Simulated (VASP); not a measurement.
# Br (Fd-3m) in VASP: single point with PBEsol

Aim: the single point of Br with PBEsol.

Program: VASP 6.6.1. These are calculated values, not measurements. Logs are shortened: lines on timing, memory, paths and dates and some standing lists are left out, and cuts for length are marked.

### 1 The cell of the first run

The structure is cubic, space group Fd-3m (No. 227). The conventional cell has a = 6.853 Å, b = 6.853 Å, c = 6.853 Å, α = 90.00°, β = 90.00°, γ = 90.00°. Within 3.9 Å of Br (site symmetry -43m) lie 4 Br at 2.97 Å.

### 2 Single point, PBEsol

The input, INCAR:

```
PREC = Accurate ; ENCUT = 520
EDIFF = 1E-6 ; ISMEAR = -1
SIGMA = 0.1 ; LREAL = F
LASPH = T ; NELM = 100
ALGO = Normal ; ISIF = 2
LWAVE = F ; LCHARG = F
GGA = PS ; NBANDS = 14
```

The input, KPOINTS:

```
Automatic mesh
0
Gamma
  11 11 11
```

The input, POSCAR:

```
Br
1.0
    0.0000000000      3.4264276417      3.4264276417
    3.4264276417      0.0000000000      3.4264276417
    3.4264276417      3.4264276417      0.0000000000
Br
2
Direct
   -0.1250000000     -0.1250000000     -0.1250000000
    0.1250000000      0.1250000000      0.1250000000
```

Potentials or basis: VASP PAW PBE potentials, release 64 (Br).

On the command line:

```
$ cat potpaw_PBE.64/Br/POTCAR > POTCAR
$ mpirun -np 1 vasp_std > vasp.out
```

OUTCAR:

```text
PREC = Accurate
   ENCUT = 520
   EDIFF = 1E-6
   ISMEAR = -1
   LREAL = F
   LASPH = T
   NELM = 100
   ISIF = 2
   GGA = PS

 ion  position               nearest neighbor table
   1  0.875  0.875  0.875-
   2  0.125  0.125  0.125-

  LATTYP: Found a face centered cubic cell.
 ALAT       =     6.8528552834

  Lattice vectors:

 A1 = (   0.0000000000,   3.4264276417,   3.4264276417)
 A2 = (   3.4264276417,   0.0000000000,   3.4264276417)
 A3 = (   3.4264276417,   3.4264276417,   0.0000000000)

Analysis of symmetry for initial positions (statically):
=====================================================================
 Subroutine PRICEL returns:
 Original cell was already a primitive cell.

 Routine SETGRP: Setting up the symmetry group for a
 face centered cubic supercell.

 Subroutine GETGRP returns: Found 48 space group operations
 (whereof 12 operations were pure point group operations)
 out of a pool of 48 trial point group operations.

The static configuration has the point symmetry D_3d.
 The point group associated with its full space group is O_h .

Analysis of symmetry for dynamics (positions and initial velocities):
=====================================================================
 Subroutine PRICEL returns:
 Original cell was already a primitive cell.

 Routine SETGRP: Setting up the symmetry group for a
 face centered cubic supercell.

 Subroutine GETGRP returns: Found 48 space group operations
 (whereof 12 operations were pure point group operations)
 out of a pool of 48 trial point group operations.

The dynamic configuration has the point symmetry D_3d.
 The point group associated with its full space group is O_h .

 Subroutine INISYM returns: Found 48 space group operations
 (whereof 12 operations are pure point group operations),
 and found     1 'primitive' translations

----------------------------------------------------------------------------------------

                                     Primitive cell

  volume of cell :      80.4553

  direct lattice vectors                    reciprocal lattice vectors
     0.000000000  3.426427642  3.426427642    -0.145924576  0.145924576  0.145924576
     3.426427642  0.000000000  3.426427642     0.145924576 -0.145924576  0.145924576
     3.426427642  3.426427642  0.000000000     0.145924576  0.145924576 -0.145924576

  length of vectors
[... 83 lines left out ...]
   LREAL  =      F    real-space projection
   EDIFFG = 0.1E-04   stopping-criterion for IOM
   NSW    =      0    number of steps for IOM
   IBRION =     -1    ionic relax: 0-MD 1-quasi-New 2-CG
   NFREE  =      0    steps in history (QN), initial steepest desc. (CG)
   ISIF   =      2    stress and relaxation
   ISYM   =      2    0-nonsym 1-usesym 2-fastsym
   POTIM  = 0.5000    time-step for ionic-motion
   TEBEG  =    0.0;   TEEND  =   0.0 temperature during run
   PSTRESS=    0.0 pullay stress
   NELECT =      14.0000    total number of electrons
   NUPDOWN=      -1.0000    fix difference up-down
   EMIN   =  10.00;   EMAX   =-10.00  energy-range for DOS
   EFERMI =   0.00;   METHOD = LEGACY
   ISMEAR =    -1;   SIGMA  =   0.10  broadening in eV -4-tet -1-fermi 0-gaus
   EFERMI_NEDOS =   21; number of points for ismear=-14 and -15
   IALGO  =     38    algorithm
   IMIX   =      4    mixing-type and parameters
     AMIX     =   0.40;   BMIX     =  1.00
     AMIX_MAG =   1.60;   BMIX_MAG =  1.00
  volume/ion in A,a.u.               =      40.23       271.47
  Fermi-wavevector in a.u.,A,eV,Ry     =   0.913971  1.727156 11.365542  0.835344
  Thomas-Fermi vector in A             =   2.038545
   LORBIT       =      0    0 simple, 1 ext, 2 COOP (PROOUT), +10 PAW based schemes
   GGA     = PS    functional components
   LHFCALC =     F    Hartree Fock is set to
   AEXX    =    0.0000 exact exchange contribution
   IVDW    =     0    specifies the selected vdW correction
   LEPSILON=     F    determine dielectric tensor
   LRPA    =     F    only Hartree local field effects (RPA)
 non-spin polarized calculation
  energy-cutoff  :      520.00
  volume of cell :       80.46
 maximum number of plane-waves:      2186
   NGX = 17   NGY = 17   NGZ = 17

 number of electron      13.9999999 magnetization

 Free energy of the ion-electron system (eV)
  ---------------------------------------------------
  ext. energy  EPLUGINS =         0.00000000
  ---------------------------------------------------
  free energy    TOTEN  =        -2.43570560 eV

  energy without entropy =       -2.29662480  energy(sigma->0) =       -2.36616520

 E-fermi :  -0.8885     XC(G=0):  -7.1507

 val. band max:       -0.8934565416   @ k =  -0.4545   0.2727   0.0909
 cond. band min:      -0.8869549573   @ k =  -0.2727   0.1818   0.0000
 fundamental gap:      0.0065015842
 Fermi energy:        -0.8884987117

 k-point     1 :       0.0000    0.0000    0.0000
  band No.  band energies     occupation
      1     -16.2426      2.00000
      2     -13.9471      2.00000
      3      -3.8347      2.00000
      4      -3.8347      2.00000
      5      -3.8347      2.00000
      6      -1.8591      1.99988
      7      -1.8591      1.99988
      8      -1.8591      1.99988
      9       4.1916      0.00000
     10       8.0191      0.00000
     11       8.0191      0.00000
     12       9.5378      0.00000
     13       9.5378      0.00000
     14       9.5378      0.00000
[... 377 lines left out ...]
      1     -15.9549      2.00000
      2     -14.3519      2.00000
      3      -4.4833      2.00000
      4      -4.0822      2.00000
      5      -3.7753      2.00000
      6      -1.7545      1.99965
      7      -1.4947      1.99535
      8      -1.0903      1.76541
      9       5.6301      0.00000
     10       7.1195      0.00000
     11       7.4632      0.00000
     12       9.2966      0.00000
     13      10.0153      0.00000
     14      10.8075      0.00000

 [... further k-points ...]
[... 5 lines left out ...]
  --------------------------------------------------------------------------------------
  -------------------------------------------------------------------------------------
  Total        0.0125803      0.0125803      0.0125803      0.0000000      0.0000000      0.0000000
  in kB        0.2505226      0.2505226      0.2505226      0.0000000      0.0000000      0.0000000
  external PRESSURE =       0.2505226 kB  Pullay stress =       0.0000000 kB

 VOLUME and BASIS-vectors are now :
 -----------------------------------------------------------------------------
  energy-cutoff  :      520.00
  volume of cell :       80.46
      direct lattice vectors                 reciprocal lattice vectors
     0.000000000  3.426427642  3.426427642    -0.145924576  0.145924576  0.145924576
     3.426427642  0.000000000  3.426427642     0.145924576 -0.145924576  0.145924576
     3.426427642  3.426427642  0.000000000     0.145924576  0.145924576 -0.145924576

 POSITION                                       TOTAL-FORCE (eV/Angst)
 -----------------------------------------------------------------------------------
      5.99625      5.99625      5.99625         0.000000      0.000000      0.000000
      0.85661      0.85661      0.85661        -0.000000     -0.000000     -0.000000
 -----------------------------------------------------------------------------------
    total drift:                                0.000000      0.000000      0.000000

  FREE ENERGIE OF THE ION-ELECTRON SYSTEM (eV)
  ---------------------------------------------------
  free  energy   TOTEN  =        -2.4357055988 eV

  energy  without entropy=       -2.2966247962  energy(sigma->0) =       -2.36616520
```

It took 30 s on 1 thread of AMD EPYC 9R45 (Zen 5), shared host; peak memory 0.19 GiB.

What came out:

| Item | Value |
| --- | --- |
| Free energy | -2.4357 eV |
| Pressure | 0.0 GPa |
| Band gap on the k mesh | zero (band 7 reaches -0.50 eV, above the bottom of band 8 at -1.86 eV) |

Caveat: the PAW data sets were made with another functional, which shifts forces and pressure a little.
